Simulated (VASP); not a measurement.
# Bi (P-3m1) in VASP: further runs, part 2 of 2

VASP 6.6.1. Earlier steps stand in the parts before.

## 4. Relaxation of cell and atoms, PBE

This run uses another cell than the first one, of 61.41 Å³/atom.

The input, INCAR:

```
SYSTEM = Bi
PREC = Accurate ; ENCUT = 600
EDIFF = 1E-6 ; ISMEAR = 0
SIGMA = 0.1 ; LREAL = .FALSE.
LASPH = .TRUE. ; NELM = 80
ALGO = Normal ; ISIF = 3
LWAVE = .FALSE. ; LCHARG = .FALSE.
GGA = PE ; IBRION = 2
NSW = 90 ; EDIFFG = -0.04
```

The input, KPOINTS:

```
regular mesh
0
G
  3 3 4
  0 0 0
```

The input, POSCAR:

```
Bi
1.0
    5.9669200500      0.0000000000      0.0000000000
   -2.9834600300      5.1675043500      0.0000000000
    0.0000000000      0.0000000000      3.9833359300
Bi
2
Direct
    0.3333333300      0.6666666700      0.5579998900
    0.6666666700      0.3333333300      0.4420001100
```

Potentials or basis: VASP PAW PBE potentials, release 64 (Bi_d).

Run with:

```sh
$ cat potpaw_PBE.64/Bi_d/POTCAR > POTCAR
$ mpirun -np 1 vasp_std > vasp.out
```

OUTCAR:

```text
SYSTEM = Bi
   PREC = Accurate
   ENCUT = 600
   EDIFF = 1E-6
   ISMEAR = 0
   LREAL = .FALSE.
   LASPH = .TRUE.
   NELM = 80
   ISIF = 3
   GGA = PE
   IBRION = 2
   NSW = 90
   EDIFFG = -0.04

 ion  position               nearest neighbor table
   1  0.333  0.667  0.558-   2 3.48   2 3.48   2 3.48
   2  0.667  0.333  0.442-   1 3.48   1 3.48   1 3.48

  LATTYP: Found a hexagonal cell.
 ALAT       =     5.9669200500
 C/A-ratio  =     0.6675698512

  Lattice vectors:

 A1 = (   5.9669200500,   0.0000000000,   0.0000000000)
 A2 = (  -2.9834600300,   5.1675043500,   0.0000000000)
 A3 = (   0.0000000000,   0.0000000000,   3.9833359300)

[... 164 lines left out ...]

  FORCE on cell =-STRESS in cart. coord.  units (eV):
  Direction    XX          YY          ZZ          XY          YZ          ZX
  --------------------------------------------------------------------------------------
  -------------------------------------------------------------------------------------
  Total       -4.4542207     -4.4542207     -3.5111927      0.0000000      0.0000000      0.0000000
  in kB      -58.1037703    -58.1037704    -45.8022954      0.0000001      0.0000000      0.0000000
  external PRESSURE =     -54.0032787 kB  Pullay stress =       0.0000000 kB
[... 167 lines left out ...]
--------------------------------------- Ionic step        6  -------------------------------------------

 number of electron      30.0000000 magnetization

 Free energy of the ion-electron system (eV)
  ---------------------------------------------------
  ext. energy  EPLUGINS =         0.00000000
  ---------------------------------------------------
  free energy    TOTEN  =        -7.51141189 eV

  energy without entropy =       -7.51135959  energy(sigma->0) =       -7.51138574

 E-fermi :   4.6821     XC(G=0):  -8.4194

 val. band max:        4.4472857842   @ k =   0.3333   0.3333   0.0000
 cond. band min:       4.9315898298   @ k =   0.0000   0.3333   0.2500
 fundamental gap:      0.4843040456
 Fermi energy:         4.6821194181

 k-point     1 :       0.0000    0.0000    0.0000
  band No.  band energies     occupation
      1     -18.4277      2.00000
      2     -18.3775      2.00000
      3     -18.3775      2.00000
      4     -18.3059      2.00000
      5     -18.3059      2.00000
      6     -18.2807      2.00000
[... 238 lines left out ...]
  FREE ENERGIE OF THE ION-ELECTRON SYSTEM (eV)
  ---------------------------------------------------
  free  energy   TOTEN  =        -7.5114118890 eV

  energy  without entropy=       -7.5113595882  energy(sigma->0) =       -7.51138574

 reached required accuracy - stopping structural energy minimisation
```

OSZICAR:

```text
N       E                     dE             d eps       ncg     rms          rms(c)
DAV:   1     0.294146634454E+03    0.29415E+03   -0.16900E+04   380   0.175E+03
DAV:   2     0.177443404524E+02   -0.27640E+03   -0.27300E+03   380   0.416E+02
DAV:   3    -0.576657339286E+01   -0.23511E+02   -0.23081E+02   452   0.154E+02
[... 54 lines left out ...]
DAV:   2    -0.751215465289E+01    0.37163E-02   -0.10797E-02   410   0.149E+00    0.148E-01
DAV:   3    -0.751142072005E+01    0.73393E-03   -0.40908E-03   496   0.897E-01    0.186E-02
DAV:   4    -0.751141628074E+01    0.44393E-05   -0.10478E-04   412   0.103E-01    0.886E-03
DAV:   5    -0.751141248638E+01    0.37944E-05   -0.19711E-05   461   0.419E-02    0.505E-03
DAV:   6    -0.751141188901E+01    0.59738E-06   -0.10505E-06   223   0.107E-02
   6 F= -.75114119E+01 E0= -.75113857E+01  d E =-.192956E-03
```

CONTCAR:

```text
Bi
   1.00000000000000
     5.3326228785982286    0.0000000006373928   -0.0000000000000000
    -2.6663114432156050    4.6181868842760982    0.0000000000000000
    -0.0000000000000000    0.0000000000000000    3.4977573724008146
  Bi
     2
Direct
     0.3333333300000021    0.6666666699999979    0.5568659558377901
     0.6666666699999979    0.3333333300000021    0.4431340441622100

  0.00000000E+00  0.00000000E+00  0.00000000E+00
  0.00000000E+00  0.00000000E+00  0.00000000E+00
```

Wall time 49 s (1 thread of Intel Xeon 6975P-C (Granite Rapids), shared host); peak memory 0.27 GiB.

Results:

| Property | Result |
| --- | --- |
| Free energy | -7.5114 eV |
| Relaxed volume | 43.07 Å³/atom |
| Relaxed cell | a = 5.333 Å, b = 5.333 Å, c = 3.498 Å, α = 90.00°, β = 90.00°, γ = 120.00° |
| Space group after relaxing (to 0.1 Å) | P-3m1 (No. 164) |
| Energy gained by relaxing | 428.9 meV/atom |
| Ionic steps | 6 |
| Pressure after relaxing | 0.0 GPa |
| Largest force after relaxing | 0.032 eV/Å |
| Band gap on the k mesh | zero (bands 15 and 16 overlap by 2.00 eV) |

Forces in eV/Å, atoms in the order of the input:
```
Bi   0.000  0.000  0.032
Bi   0.000  0.000 -0.032
```

Step by step:
```
step  energy change (eV)  largest force (eV/Å)  pressure (GPa)  volume (Å³)
   1              0.0000                0.2164           -5.40       122.82
   2             -0.8201                0.0695           -0.87        89.56
   3             -0.8241                0.1009           -0.19        87.79
   4             -0.8573                0.0371            0.16        85.64
   5             -0.8577                0.0416            0.09        85.83
   6             -0.8579                0.0318           -0.04        86.14
```

Final structure:
```yaml
crystal:
  lattice:
    - [5.33262, 0.00000, 0.00000]
    - [-2.66631, 4.61819, 0.00000]
    - [0.00000, 0.00000, 3.49776]
  atoms:
    - { symbol: Bi, position: [0.33333, 0.66667, 0.55687] }
    - { symbol: Bi, position: [0.66667, 0.33333, 0.44313] }
```

Levels at points of the mesh, in eV from the Fermi level:
| k point | band 11 | band 12 | band 13 | band 14 | band 15 | band 16 | band 17 | band 18 | band 19 |
| --- | --- | --- | --- | --- | --- | --- | --- | --- | --- |
| (0.00, 0.00, 0.00) | -12.92 | -9.16 | -3.00 | -3.00 | 0.56 | 0.56 | 1.92 | 3.28 | 4.38 |
| (0.00, 0.00, 0.50) | -11.67 | -8.12 | -4.34 | -1.72 | -1.72 | -0.96 | 1.98 | 1.98 | 5.07 |

Caveat: the k points lie up to 0.45 Å⁻¹ apart in the final cell, too coarse for converged energies and pressures of a metal; the volume moved by over 15 % at a fixed basis, so the end points are rough; spin-orbit coupling is left out, which moves the levels of the heavy elements.

## 5. Relaxation of cell and atoms, PBE

The input, INCAR:

```
SYSTEM = Bi
ALGO = Normal ; EDIFF = 1E-6
EDIFFG = -0.04 ; ENCUT = 600
GGA = PE ; IBRION = 2
ISIF = 3 ; ISMEAR = 0
LASPH = .True. ; LCHARG = .False.
LREAL = .False. ; LWAVE = .False.
NELM = 80 ; NSW = 90
PREC = Accurate ; SIGMA = 0.1
```

The input, KPOINTS:

```
k-points
0
Gamma
  6 6 6
  0 0 0
```

The input, POSCAR:

```
Bi
1.0
    5.3193804522      0.0000000000      0.0000000000
   -2.6596902261      4.6067186040      0.0000000000
    0.0000000000      0.0000000000      3.5019859055
Bi
2
Direct
    0.3333333333      0.6666666667      0.5627707478
    0.6666666667      0.3333333333      0.4372292522
```

Run with:

```sh
$ cat potpaw_PBE.64/Bi_d/POTCAR > POTCAR
$ mpirun -np 1 vasp_std > vasp.out
```

Wall time 5.4 min (1 thread of Intel Xeon 6975P-C (Granite Rapids), shared host); peak memory 0.25 GiB.

The run converged. Its results:

- Free energy: -7.5677 eV
- Relaxed volume: 43.63 Å³/atom
- Relaxed cell: a = 5.552 Å, b = 5.552 Å, c = 3.269 Å, α = 90.00°, β = 90.00°, γ = 120.00°
- Space group after relaxing (to 0.1 Å): P-3m1 (No. 164)
- Energy gained by relaxing: 74.5 meV/atom
- Ionic steps: 21
- Pressure after relaxing: 0.0 GPa
- Largest force after relaxing: 0.015 eV/Å
- Band gap on the k mesh: zero (bands 15 and 16 overlap by 2.53 eV)

Forces on the atoms (eV/Å):
```
Bi   0.000  0.000 -0.015
Bi   0.000  0.000  0.015
```

The path:
| step | energy change (eV) | largest force (eV/Å) | pressure (GPa) | volume (Å³) |
| --- | --- | --- | --- | --- |
| 1 | 0.0000 | 0.0523 | 0.56 | 85.82 |
| 2 | -0.1005 | 0.1131 | -0.39 | 87.56 |
| 3 | -0.1136 | 0.1639 | -0.64 | 88.12 |
| 4 | -0.0867 | 0.2029 | -0.81 | 89.15 |
| 5 | -0.1148 | 0.1715 | -0.72 | 88.28 |
| 6 | -0.1206 | 0.1403 | 0.28 | 85.73 |
| 7 | -0.1213 | 0.1495 | 0.02 | 86.35 |
| 8 | -0.1239 | 0.1328 | 0.12 | 86.11 |
| 9 | -0.1256 | 0.1097 | 0.40 | 85.70 |
| 10 | -0.1269 | 0.1076 | 0.34 | 85.83 |
| 11 | -0.1304 | 0.1015 | 0.23 | 86.23 |
| 12 | -0.1360 | 0.0865 | -0.01 | 87.04 |
| 13 | -0.1408 | 0.0545 | -0.52 | 88.67 |
| 14 | -0.1442 | 0.0460 | -0.43 | 88.45 |
| 15 | -0.1474 | 0.0311 | -0.27 | 88.08 |
| 16 | -0.1443 | 0.0011 | 0.05 | 87.35 |
| 17 | -0.1478 | 0.0266 | -0.21 | 87.90 |
| 18 | -0.1487 | 0.0202 | -0.02 | 87.47 |
| 19 | -0.1489 | 0.0171 | 0.08 | 87.20 |
| 20 | -0.1489 | 0.0166 | 0.10 | 87.14 |
| 21 | -0.1491 | 0.0155 | 0.05 | 87.26 |

Final structure:
```
Bi
1.0
     5.55156    0.00000    0.00000
    -2.77578    4.80779    0.00000
     0.00000    0.00000    3.26921
Bi
2
Direct
  0.33333 0.66667 0.50822
  0.66667 0.33333 0.49178
```

Levels at points of the mesh, in eV from the Fermi level:
```
           k point  band 13  band 14  band 15  band 16  band 17  band 18
(0.00, 0.00, 0.00)    -3.16    -3.16     0.19     0.19     3.22     3.30
(0.50, 0.00, 0.00)    -3.81    -2.65     1.13     2.45     4.11     4.50
(0.00, 0.00, 0.50)    -4.67    -1.72    -1.40    -1.40     2.25     2.25
(0.50, 0.00, 0.50)    -3.89    -2.99    -2.02    -0.65     3.05     4.01
```

Caveat: spin-orbit coupling is left out, which moves the levels of the heavy elements.

## 6. The runs side by side

| task | cell | k mesh | cutoff (eV) | gap on the mesh (eV) | pressure (GPa) | relaxed volume (Å³/atom) | largest force (eV/Å) |
| --- | --- | --- | --- | --- | --- | --- | --- |
| single point | a = 5.319, b = 5.319, c = 3.502 Å, angles 90.0, 90.0, 120.0°, 2 atoms, atomic positions A | 3 × 3 × 4 | 520 | none | 0.0 | - | 0.01 |
| single point | a = 5.967, b = 5.967, c = 3.983 Å, angles 90.0, 90.0, 120.0°, 2 atoms, atomic positions B | 3 × 3 × 4 | 520 | none | -5.4 | - | 0.22 |
| relaxation of cell and atoms | relaxed from a = 5.967, b = 5.967, c = 3.983 Å, angles 90.0, 90.0, 120.0°, 2 atoms, atomic positions B | 3 × 3 × 4 | 600 | none | 0.0 | 43.07 | 0.03 |
| relaxation of cell and atoms | relaxed from a = 5.319, b = 5.319, c = 3.502 Å, angles 90.0, 90.0, 120.0°, 2 atoms, atomic positions A | 6 × 6 × 6 | 600 | none | 0.0 | 43.63 | 0.02 |

Alike in all rows: level PBE; potentials or basis VASP PAW PBE potentials, release 64 (Bi_d); no spin polarisation; smearing gaussian 0.1 eV.

Caveats: some runs use coarse meshes; spin-orbit coupling is left out, which moves the levels of the heavy elements; the volume moved by over 15 % at a fixed basis, so the end points are rough (at least some runs).

Total energies depend on the potentials used, so only differences within one code and one set of settings carry meaning.
